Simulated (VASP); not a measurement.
Runs of VASP 6.6.1 on Sr. The structure is that of space group P6_3/mmc (No. 194), or close to it. The cells are those of the table. This isn't the form of Sr at room conditions, which is fcc.

| cell | gap on the mesh (eV) | pressure (GPa) | relaxed volume (Å³/atom) |
| --- | --- | --- | --- |
| relaxed from a = 4.181, b = 4.181, c = 6.870 Å, angles 90.0, 90.0, 120.0°, 2 atoms | none | 0.8 | - |
| relaxed from a = 4.136, b = 4.136, c = 6.796 Å, angles 90.0, 90.0, 120.0°, 2 atoms | none | 1.3 | - |
| relaxed from a = 4.310, b = 4.310, c = 7.083 Å, angles 90.0, 90.0, 120.0°, 2 atoms | none | -0.3 | 56.97 |
| relaxed from a = 4.225, b = 4.225, c = 6.942 Å, angles 90.0, 90.0, 120.0°, 2 atoms | none | 0.4 | (a) |

Alike in all rows: task relaxation of shape and atoms at fixed volume; level PBE; potentials or basis VASP PAW PBE potentials, release 64 (Sr_sv); no spin polarisation; k mesh 12 × 12 × 6; cutoff (eV) 600; smearing gaussian 0.1 eV.

**Question.** Estimate the missing entries.

**Answer.** (a) 53.65.

A k mesh can miss the band edges, and the runs leave out spin-orbit coupling on Sr.

A gap of «none» marks levels without a gap at the run's occupations.
